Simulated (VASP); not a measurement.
# Hf (P6_3/mmc) in VASP: notebook

Runs on Hf. Level: PBE. Tasks: single point.

All numbers are computed with VASP 6.6.1; they aren't measurements. Logs are shortened: lines on timing, memory, paths and dates and some standing lists are left out, and cuts for length are marked.

## (1) The cell of the first run

Symmetry: P6_3/mmc, No. 194, hexagonal system. Conventional cell: a = 3.109 Å, b = 3.109 Å, c = 4.919 Å, α = 90.00°, β = 90.00°, γ = 120.00°. Hf (site symmetry -6m2) has 12 Hf at 3.04 to 3.11 Å within 4.0 Å.

## (2) Single point, PBE

INCAR

```
SYSTEM = Hf
PREC = Accurate
ENCUT = 500
EDIFF = 1E-6
ISMEAR = 1
SIGMA = 0.2
LREAL = .False.
LASPH = .True.
NELM = 120
ALGO = Normal
ISIF = 2
LWAVE = .False.
LCHARG = .False.
GGA = PE
NBANDS = 17
GGA_COMPAT = .False.
```

KPOINTS

```
regular mesh
0
Gamma
  12 12 7
  0 0 0
```

POSCAR

```
Hf
1.0
    3.1090747008      0.0000000000      0.0000000000
   -1.5545373504      2.6925343583      0.0000000000
    0.0000000000      0.0000000000      4.9191597652
Hf
2
Direct
    0.3333333333      0.6666666667      0.2500000000
    0.6666666667      0.3333333333      0.7500000000
```

Potentials or basis: VASP PAW PBE potentials, release 64 (Hf_pv).

Launch:

```
$ cat potpaw_PBE.64/Hf_pv/POTCAR > POTCAR
$ mpirun -np 1 vasp_std > vasp.out
```

OUTCAR:

```text
SYSTEM = Hf
   PREC = Accurate
   ENCUT = 500
   EDIFF = 1E-6
   ISMEAR = 1
   LREAL = .False.
   LASPH = .True.
   NELM = 120
   ISIF = 2
   GGA = PE

 ion  position               nearest neighbor table
   1  0.333  0.667  0.250-   2 3.04   2 3.04   2 3.04   2 3.04   2 3.04   2 3.04
   2  0.667  0.333  0.750-   1 3.04   1 3.04   1 3.04   1 3.04   1 3.04   1 3.04

  LATTYP: Found a hexagonal cell.
 ALAT       =     3.1090747008
 C/A-ratio  =     1.5821941377

  Lattice vectors:

 A1 = (   3.1090747008,   0.0000000000,   0.0000000000)
 A2 = (  -1.5545373504,   2.6925343583,   0.0000000000)
 A3 = (   0.0000000000,   0.0000000000,   4.9191597652)

Analysis of symmetry for initial positions (statically):
=====================================================================
 Subroutine PRICEL returns:
 Original cell was already a primitive cell.

 Routine SETGRP: Setting up the symmetry group for a
 hexagonal supercell.

 Subroutine GETGRP returns: Found 24 space group operations
 (whereof 12 operations were pure point group operations)
 out of a pool of 24 trial point group operations.

The static configuration has the point symmetry D_3d.
 The point group associated with its full space group is D_6h.

Analysis of symmetry for dynamics (positions and initial velocities):
=====================================================================
 Subroutine PRICEL returns:
 Original cell was already a primitive cell.

 Routine SETGRP: Setting up the symmetry group for a
 hexagonal supercell.

 Subroutine GETGRP returns: Found 24 space group operations
 (whereof 12 operations were pure point group operations)
 out of a pool of 24 trial point group operations.

The dynamic configuration has the point symmetry D_3d.
 The point group associated with its full space group is D_6h.

 Subroutine INISYM returns: Found 24 space group operations
 (whereof 12 operations are pure point group operations),
 and found     1 'primitive' translations

----------------------------------------------------------------------------------------

                                     Primitive cell

  volume of cell :      41.1797

  direct lattice vectors                    reciprocal lattice vectors
     3.109074701  0.000000000  0.000000000     0.321639104  0.185698652  0.000000000
    -1.554537350  2.692534358  0.000000000     0.000000000  0.371397303  0.000000000
     0.000000000  0.000000000  4.919159765     0.000000000  0.000000000  0.203286750
[... 83 lines left out ...]
   NELM   =    120;   NELMIN=  2; NELMDL= -5     # of ELM steps
   EDIFF  = 0.1E-05   stopping-criterion for ELM
   LREAL  =      F    real-space projection
   EDIFFG = 0.1E-04   stopping-criterion for IOM
   NSW    =      0    number of steps for IOM
   IBRION =     -1    ionic relax: 0-MD 1-quasi-New 2-CG
   NFREE  =      0    steps in history (QN), initial steepest desc. (CG)
   ISIF   =      2    stress and relaxation
   ISYM   =      2    0-nonsym 1-usesym 2-fastsym
   POTIM  = 0.5000    time-step for ionic-motion
   TEBEG  =    0.0;   TEEND  =   0.0 temperature during run
   PSTRESS=    0.0 pullay stress
   NELECT =      20.0000    total number of electrons
   NUPDOWN=      -1.0000    fix difference up-down
   EMIN   =  10.00;   EMAX   =-10.00  energy-range for DOS
   EFERMI =   0.00;   METHOD = LEGACY
   ISMEAR =     1;   SIGMA  =   0.20  broadening in eV -4-tet -1-fermi 0-gaus
   EFERMI_NEDOS =   21; number of points for ismear=-14 and -15
   IALGO  =     38    algorithm
   IMIX   =      4    mixing-type and parameters
     AMIX     =   0.40;   BMIX     =  1.00
     AMIX_MAG =   1.60;   BMIX_MAG =  1.00
  volume/ion in A,a.u.               =      20.59       138.95
  Fermi-wavevector in a.u.,A,eV,Ry     =   1.286838  2.431770 22.530579  1.655951
  Thomas-Fermi vector in A             =   2.418888
   LORBIT       =      0    0 simple, 1 ext, 2 COOP (PROOUT), +10 PAW based schemes
   GGA     = PE    functional components
   LHFCALC =     F    Hartree Fock is set to
   AEXX    =    0.0000 exact exchange contribution
   IVDW    =     0    specifies the selected vdW correction
   LEPSILON=     F    determine dielectric tensor
   LRPA    =     F    only Hartree local field effects (RPA)
 non-spin polarized calculation
 Methfessel and Paxton  Order N= 1 SIGMA  =   0.20
  energy-cutoff  :      500.00
  volume of cell :       41.18
 maximum number of plane-waves:      1085
 NGX is ok and might be reduce to    24
   NGX = 11   NGY = 11   NGZ = 17

 number of electron      20.0000000 magnetization

 Free energy of the ion-electron system (eV)
  ---------------------------------------------------
  ext. energy  EPLUGINS =         0.00000000
  ---------------------------------------------------
  free energy    TOTEN  =       -19.72956169 eV

  energy without entropy =      -19.73101845  energy(sigma->0) =      -19.73004728

 E-fermi :   5.5274     XC(G=0): -11.6672

 val. band max:        5.5125743815   @ k =   0.0000   0.0000   0.4286
 cond. band min:       5.5599166544   @ k =   0.3333   0.3333   0.2857
 fundamental gap:      0.0473422729
 Fermi energy:         5.5274082419

 k-point     1 :       0.0000    0.0000    0.0000
  band No.  band energies     occupation
      1     -25.5280      2.00000
      2     -24.5566      2.00000
      3     -24.5566      2.00000
      4     -24.3915      2.00000
      5     -24.3915      2.00000
      6     -24.3881      2.00000
[... 457 lines left out ...]
      4     -24.7209      2.00000
      5     -24.5524      2.00000
      6     -24.4893      2.00000
[... 9 lines left out ...]
     16      10.4043      0.00000
     17      12.2945      0.00000

 [... further k-points ...]

------------------------ aborting loop because EDIFF is reached ----------------------------------------

  FORCE on cell =-STRESS in cart. coord.  units (eV):
  Direction    XX          YY          ZZ          XY          YZ          ZX
  --------------------------------------------------------------------------------------
  -------------------------------------------------------------------------------------
  Total        2.7833350      2.7833281      2.8282746      0.0000000      0.0000000     -0.0000000
  in kB      108.2910895    108.2908229    110.0395522      0.0000000      0.0000000     -0.0000000
  external PRESSURE =     108.8738215 kB  Pullay stress =       0.0000000 kB

 VOLUME and BASIS-vectors are now :
 -----------------------------------------------------------------------------
  energy-cutoff  :      500.00
  volume of cell :       41.18
      direct lattice vectors                 reciprocal lattice vectors
     3.109074701  0.000000000  0.000000000     0.321639104  0.185698652  0.000000000
    -1.554537350  2.692534358  0.000000000     0.000000000  0.371397303  0.000000000
     0.000000000  0.000000000  4.919159765     0.000000000  0.000000000  0.203286750

 POSITION                                       TOTAL-FORCE (eV/Angst)
 -----------------------------------------------------------------------------------
     -0.00000      1.79502      1.22979         0.000000      0.000000      0.000000
      1.55454      0.89751      3.68937        -0.000000     -0.000000      0.000000
 -----------------------------------------------------------------------------------
    total drift:                               -0.000000      0.000000     -0.000000

  FREE ENERGIE OF THE ION-ELECTRON SYSTEM (eV)
  ---------------------------------------------------
  free  energy   TOTEN  =       -19.7295616944 eV

  energy  without entropy=      -19.7310184533  energy(sigma->0) =      -19.73004728
```

OSZICAR:

```text
N       E                     dE             d eps       ncg     rms          rms(c)
DAV:   1     0.502190079740E+02    0.50219E+02   -0.11230E+04  2600   0.110E+03
DAV:   2    -0.185901610870E+02   -0.68809E+02   -0.67110E+02  3401   0.246E+02
DAV:   3    -0.203425673776E+02   -0.17524E+01   -0.17386E+01  3174   0.268E+01
DAV:   4    -0.203554974887E+02   -0.12930E-01   -0.12924E-01  3393   0.277E+00
DAV:   5    -0.203556127978E+02   -0.11531E-03   -0.11528E-03  3153   0.229E-01    0.692E+01
DAV:   6    -0.199014746472E+02    0.45414E+00   -0.39497E-01  3086   0.421E+00    0.411E+01
DAV:   7    -0.197379073634E+02    0.16357E+00   -0.68447E-01  3103   0.532E+00    0.191E+00
DAV:   8    -0.197294638559E+02    0.84435E-02   -0.42310E-02  2992   0.138E+00    0.244E-01
DAV:   9    -0.197295691503E+02   -0.10529E-03   -0.98579E-04  3421   0.220E-01    0.177E-01
DAV:  10    -0.197295596022E+02    0.95482E-05   -0.58984E-05  2969   0.526E-02    0.247E-01
DAV:  11    -0.197295616052E+02   -0.20031E-05   -0.79198E-06  3167   0.194E-02    0.106E-02
DAV:  12    -0.197295616944E+02   -0.89134E-07   -0.42939E-07  1742   0.460E-03
   1 F= -.19729562E+02 E0= -.19730047E+02  d E =0.145676E-02
```

Run time: 48 s. Hardware: 1 thread of Intel Xeon 8259CL, shared host; peak memory 0.18 GiB.

Results:

- Free energy: -19.7296 eV
- Pressure: 10.9 GPa
- Band gap on the k mesh: zero (band 10 reaches 6.70 eV, above the bottom of band 11 at 5.22 eV)

Stress tensor (GPa, compression positive):
```
10.83  0.00  0.00
 0.00 10.83  0.00
 0.00  0.00 11.00
```

Levels at points of the mesh, in eV from the Fermi level:
| k point | band 8 | band 9 | band 10 | band 11 | band 12 | band 13 |
| --- | --- | --- | --- | --- | --- | --- |
| (0.00, 0.00, 0.00) | -3.99 | 0.95 | 1.18 | 1.18 | 1.49 | 2.10 |
| (0.50, 0.00, 0.00) | -3.09 | -2.52 | -0.66 | 0.75 | 0.97 | 1.83 |

Caveat: spin-orbit coupling is left out, which moves the levels of the heavy elements.

## (3) Single point, PBE

This run uses another cell than the first one, of 21.49 Å³/atom, 1.043 times its volume.

INCAR

```
SYSTEM = Hf
PREC = Accurate
ENCUT = 500
EDIFF = 1E-6
ISMEAR = 1
SIGMA = 0.2
LREAL = .FALSE.
LASPH = .TRUE.
NELM = 120
ALGO = Normal
ISIF = 2
LWAVE = .FALSE.
LCHARG = .FALSE.
GGA = PE
NBANDS = 17
GGA_COMPAT = .FALSE.
```

KPOINTS

```
regular mesh
0
G
  12 12 7
  0 0 0
```

POSCAR

```
Hf
1.0
    3.1534960552      0.0000000000      0.0000000000
   -1.5767480276      2.7310043323      0.0000000000
    0.0000000000      0.0000000000      4.9894429718
Hf
2
Direct
    0.3333333333      0.6666666667      0.2500000000
    0.6666666667      0.3333333333      0.7500000000
```

Potentials or basis: VASP PAW PBE potentials, release 64 (Hf_pv).

Launch:

```
$ cat potpaw_PBE.64/Hf_pv/POTCAR > POTCAR
$ mpirun -np 1 vasp_std > vasp.out
```

It took 53 s on 1 thread of Intel Xeon 8259CL, shared host; peak memory 0.18 GiB.

It converged, with:

| Quantity | Value |
| --- | --- |
| Free energy | -19.8186 eV |
| Pressure | 5.1 GPa |
| Band gap on the k mesh | zero (band 10 reaches 6.39 eV, above the bottom of band 11 at 4.91 eV) |

Levels at points of the mesh, in eV from the Fermi level:
```tsv
k point	band 6	band 7	band 8	band 9	band 10	band 11	band 12	band 13	band 14	band 15
(0.00, 0.00, 0.00)	-30.08	-7.54	-3.85	0.77	1.17	1.17	1.47	2.04	2.04	2.71
(0.50, 0.00, 0.00)	-30.18	-3.44	-2.92	-2.38	-0.75	0.77	0.91	1.74	6.14	6.68
```

Caveat: spin-orbit coupling is left out, which moves the levels of the heavy elements.

## (4) Single point, PBE

This run uses another cell than the first one, of 22.38 Å³/atom, 1.087 times its volume.

INCAR

```
SYSTEM = Hf
ALGO = Normal
EDIFF = 1E-6
ENCUT = 500
GGA = PE
GGA_COMPAT = .FALSE.
ISIF = 2
ISMEAR = 1
LASPH = .TRUE.
LCHARG = .FALSE.
LREAL = .FALSE.
LWAVE = .FALSE.
NBANDS = 17
NELM = 120
PREC = Accurate
SIGMA = 0.2
```

KPOINTS

```
k-points
0
G
  12 12 7
  0 0 0
```

POSCAR

```
Hf
1.0
    3.1967000000      0.0000000000      0.0000000000
   -1.5983500000      2.7684200000      0.0000000000
    0.0000000000      0.0000000000      5.0578000000
Hf
2
Direct
    0.3333333333      0.6666666667      0.2500000000
    0.6666666667      0.3333333333      0.7500000000
```

Launch:

```
$ cat potpaw_PBE.64/Hf_pv/POTCAR > POTCAR
$ mpirun -np 1 vasp_std > vasp.out
```

It took 64 s on 1 thread of Intel Xeon 8259CL, shared host; peak memory 0.19 GiB.

Results (log left out):

```
Free energy            : -19.8487 eV
Pressure               : 0.3 GPa
Band gap on the k mesh : zero (band 10 reaches 6.10 eV, above the bottom of band 11 at 4.60 eV)
```

Stress tensor (GPa, compression positive):
```
0.38 0.00 0.00
0.00 0.38 0.00
0.00 0.00 0.23
```

Levels at points of the mesh, in eV from the Fermi level:
```tsv
k point	band 7	band 8	band 9	band 10	band 11	band 12	band 13	band 14
(0.00, 0.00, 0.00)	-7.40	-3.73	0.62	1.16	1.16	1.44	1.98	1.98
(0.50, 0.00, 0.00)	-3.37	-2.76	-2.24	-0.82	0.78	0.85	1.66	5.87
```

Caveat: spin-orbit coupling is left out, which moves the levels of the heavy elements.

## (5) Single point, PBE

This run uses another cell than the first one, of 23.28 Å³/atom, 1.130 times its volume.

INCAR

```
SYSTEM = Hf
ALGO = Normal
EDIFF = 1E-6
ENCUT = 500
GGA = PE
GGA_COMPAT = .False.
ISIF = 2
ISMEAR = 1
LASPH = .True.
LCHARG = .False.
LREAL = .False.
LWAVE = .False.
NBANDS = 17
NELM = 120
PREC = Accurate
SIGMA = 0.2
```

KPOINTS

```
k-points
0
Gamma
  12 12 7
  0 0 0
```

POSCAR

```
Hf
1.0
    3.2387666662      0.0000000000      0.0000000000
   -1.6193833331      2.8048507567      0.0000000000
    0.0000000000      0.0000000000      5.1243576326
Hf
2
Direct
    0.3333333333      0.6666666667      0.2500000000
    0.6666666667      0.3333333333      0.7500000000
```

Potentials or basis: VASP PAW PBE potentials, release 64 (Hf_pv).

Launch:

```
$ cat potpaw_PBE.64/Hf_pv/POTCAR > POTCAR
$ mpirun -np 1 vasp_std > vasp.out
```

OUTCAR:

```text
SYSTEM = Hf
   EDIFF = 1E-6
   ENCUT = 500
   GGA = PE
   ISIF = 2
   ISMEAR = 1
   LASPH = .True.
   LREAL = .False.
   NELM = 120
   PREC = Accurate

 ion  position               nearest neighbor table
   1  0.333  0.667  0.250-   2 3.17   2 3.17   2 3.17   2 3.17   2 3.17   2 3.17
   2  0.667  0.333  0.750-   1 3.17   1 3.17   1 3.17   1 3.17   1 3.17   1 3.17

  LATTYP: Found a hexagonal cell.
 ALAT       =     3.2387666662
 C/A-ratio  =     1.5821941377

  Lattice vectors:
[... 670 lines left out ...]

------------------------ aborting loop because EDIFF is reached ----------------------------------------

  FORCE on cell =-STRESS in cart. coord.  units (eV):
  Direction    XX          YY          ZZ          XY          YZ          ZX
  --------------------------------------------------------------------------------------
  -------------------------------------------------------------------------------------
  Total       -1.0512424     -1.0512398     -1.1250833     -0.0000000      0.0000000      0.0000000
  in kB      -36.1813346    -36.1812455    -38.7227690     -0.0000000      0.0000000      0.0000000
  external PRESSURE =     -37.0284497 kB  Pullay stress =       0.0000000 kB

 VOLUME and BASIS-vectors are now :
 -----------------------------------------------------------------------------
  energy-cutoff  :      500.00
  volume of cell :       46.55
      direct lattice vectors                 reciprocal lattice vectors
     3.238766666  0.000000000  0.000000000     0.308759507  0.178262604  0.000000000
    -1.619383333  2.804850757  0.000000000     0.000000000  0.356525208  0.000000000
     0.000000000  0.000000000  5.124357633     0.000000000  0.000000000  0.195146411

 POSITION                                       TOTAL-FORCE (eV/Angst)
 -----------------------------------------------------------------------------------
     -0.00000      1.86990      1.28109        -0.000000      0.000000      0.000000
      1.61938      0.93495      3.84327         0.000000     -0.000000      0.000000
 -----------------------------------------------------------------------------------
    total drift:                               -0.000000      0.000000     -0.000000

  FREE ENERGIE OF THE ION-ELECTRON SYSTEM (eV)
  ---------------------------------------------------
  free  energy   TOTEN  =       -19.8295832361 eV

  energy  without entropy=      -19.8340472840  energy(sigma->0) =      -19.83107125
```

OSZICAR:

```text
N       E                     dE             d eps       ncg     rms          rms(c)
DAV:   1     0.492646895945E+02    0.49265E+02   -0.11133E+04  2608   0.108E+03
DAV:   2    -0.187462672220E+02   -0.68011E+02   -0.66325E+02  3344   0.243E+02
DAV:   3    -0.205794703282E+02   -0.18332E+01   -0.18215E+01  3272   0.269E+01
DAV:   4    -0.205964545311E+02   -0.16984E-01   -0.16976E-01  3271   0.304E+00
DAV:   5    -0.205966248010E+02   -0.17027E-03   -0.17025E-03  3344   0.274E-01    0.634E+01
DAV:   6    -0.200333660585E+02    0.56326E+00   -0.54536E-01  3109   0.468E+00    0.375E+01
DAV:   7    -0.198409896531E+02    0.19238E+00   -0.91072E-01  3137   0.578E+00    0.186E+00
DAV:   8    -0.198294930005E+02    0.11497E-01   -0.59270E-02  2982   0.156E+00    0.299E-01
DAV:   9    -0.198295959593E+02   -0.10296E-03   -0.12383E-03  3592   0.251E-01    0.190E-01
DAV:  10    -0.198295794415E+02    0.16518E-04   -0.60545E-05  3026   0.511E-02    0.204E-01
DAV:  11    -0.198295831499E+02   -0.37085E-05   -0.53114E-06  3409   0.169E-02    0.134E-02
DAV:  12    -0.198295832361E+02   -0.86159E-07   -0.30987E-07  1746   0.381E-03
   1 F= -.19829583E+02 E0= -.19831071E+02  d E =0.446405E-02
```

stdout:

```text
POSCAR found type information on POSCAR Hf
 POSCAR found :  1 types and       2 ions
 scaLAPACK will be used
 LDA part: xc-table for (Slater+PW92), standard interpolation
 POSCAR, INCAR and KPOINTS ok, starting setup
 FFT: planning ... GRIDC
 FFT: planning ... GRID_SOFT
 FFT: planning ... GRID
 WAVECAR not read
 entering main loop
```

It took 65 s on 1 thread of Intel Xeon 8259CL, shared host; peak memory 0.19 GiB.

Results:

```
Free energy            : -19.8296 eV
Pressure               : -3.7 GPa
Band gap on the k mesh : zero (band 10 reaches 5.81 eV, above the bottom of band 11 at 4.30 eV)
```

Levels at points of the mesh, in eV from the Fermi level:
```csv
k point,band 8,band 9,band 10,band 11,band 12,band 13
"(0.00, 0.00, 0.00)",-3.61,0.50,1.15,1.15,1.41,1.93
"(0.50, 0.00, 0.00)",-2.63,-2.12,-0.87,0.78,0.80,1.59
```

Caveat: spin-orbit coupling is left out, which moves the levels of the heavy elements.

## (6) Single point, PBE

This run uses another cell than the first one, of 24.17 Å³/atom, 1.174 times its volume.

INCAR

```
PREC = Accurate
ENCUT = 500
EDIFF = 1E-6
ISMEAR = 1
SIGMA = 0.2
LREAL = F
LASPH = T
NELM = 120
ALGO = Normal
ISIF = 2
LWAVE = F
LCHARG = F
GGA = PE
NBANDS = 17
GGA_COMPAT = F
```

KPOINTS

```
regular mesh
0
Gamma
  12 12 7
```

POSCAR

```
Hf
1.0
    3.2797680652      0.0000000000      0.0000000000
   -1.6398840326      2.8403589662      0.0000000000
    0.0000000000      0.0000000000      5.1892298059
Hf
2
Direct
    0.3333333333      0.6666666667      0.2500000000
    0.6666666667      0.3333333333      0.7500000000
```

Potentials or basis: VASP PAW PBE potentials, release 64 (Hf_pv).

Launch:

```
$ cat potpaw_PBE.64/Hf_pv/POTCAR > POTCAR
$ mpirun -np 1 vasp_std > vasp.out
```

Wall time 64 s (1 thread of Intel Xeon 8259CL, shared host); peak memory 0.19 GiB.

It converged, with:

```yaml
Free_energy: -19.7690 eV
Pressure: -7.1 GPa
Band_gap_on_the_k_mesh: zero (band 10 reaches 5.55 eV, above the bottom of band 11 at 4.03 eV)
```

Stress tensor (GPa, compression positive):
```
-6.97  0.00  0.00
 0.00 -6.97  0.00
 0.00  0.00 -7.33
```

Levels at points of the mesh, in eV from the Fermi level:
| k point | band 8 | band 9 | band 10 | band 11 | band 12 | band 13 |
| --- | --- | --- | --- | --- | --- | --- |
| (0.00, 0.00, 0.00) | -3.50 | 0.39 | 1.14 | 1.14 | 1.38 | 1.87 |
| (0.50, 0.00, 0.00) | -2.50 | -2.01 | -0.92 | 0.76 | 0.78 | 1.53 |

Caveat: spin-orbit coupling is left out, which moves the levels of the heavy elements.

## (7) Summary

| cell | gap on the mesh (eV) | pressure (GPa) |
| --- | --- | --- |
| a = 3.109, b = 3.109, c = 4.919 Å, angles 90.0, 90.0, 120.0°, 2 atoms | none | 10.9 |
| a = 3.153, b = 3.153, c = 4.989 Å, angles 90.0, 90.0, 120.0°, 2 atoms | none | 5.1 |
| a = 3.197, b = 3.197, c = 5.058 Å, angles 90.0, 90.0, 120.0°, 2 atoms | none | 0.3 |
| a = 3.239, b = 3.239, c = 5.124 Å, angles 90.0, 90.0, 120.0°, 2 atoms | none | -3.7 |
| a = 3.280, b = 3.280, c = 5.189 Å, angles 90.0, 90.0, 120.0°, 2 atoms | none | -7.1 |

Alike in all rows: task single point; level PBE; potentials or basis VASP PAW PBE potentials, release 64 (Hf_pv); no spin polarisation; k mesh 12 × 12 × 7; cutoff (eV) 500; smearing methfessel-paxton 0.2 eV.

Caveats: spin-orbit coupling is left out, which moves the levels of the heavy elements.

Absolute energies hang on the potentials; compare differences alone.
